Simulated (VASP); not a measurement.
Input of a VASP 6.6.1 run:

INCAR

```
  PREC = Accurate
  ENCUT = 520
  EDIFF = 1E-7
  ISMEAR = -1
  SIGMA = 0.1
  LREAL = F
  LASPH = T
  NELM = 60
  ALGO = Normal
  ISIF = 2
  LWAVE = F
  LCHARG = F
  GGA = CA
  NBANDS = 12
```

The input KPOINTS:

```
regular mesh
0
Gamma
  15 15 15
```

File POSCAR:

```
Cd
1.0
   -1.3823325614      1.3823325614      1.3823325614
    1.3823325614     -1.3823325614      1.3823325614
    1.3823325614      1.3823325614     -1.3823325614
Cd
1
Direct
    0.0000000000      0.0000000000      0.0000000000
```

Potentials or basis: VASP PAW LDA potentials, release 64 (Cd).

Run with:

```console
$ cat potpaw_LDA.64/Cd/POTCAR > POTCAR
$ mpirun -np 1 vasp_std > vasp.out
```

(1) Estimate the band gap on the k mesh.

(2) Estimate the pressure.

Results:

(1) zero (band 6 reaches 15.02 eV, above the bottom of band 7 at 12.65 eV).

(2) 274.3 GPa.
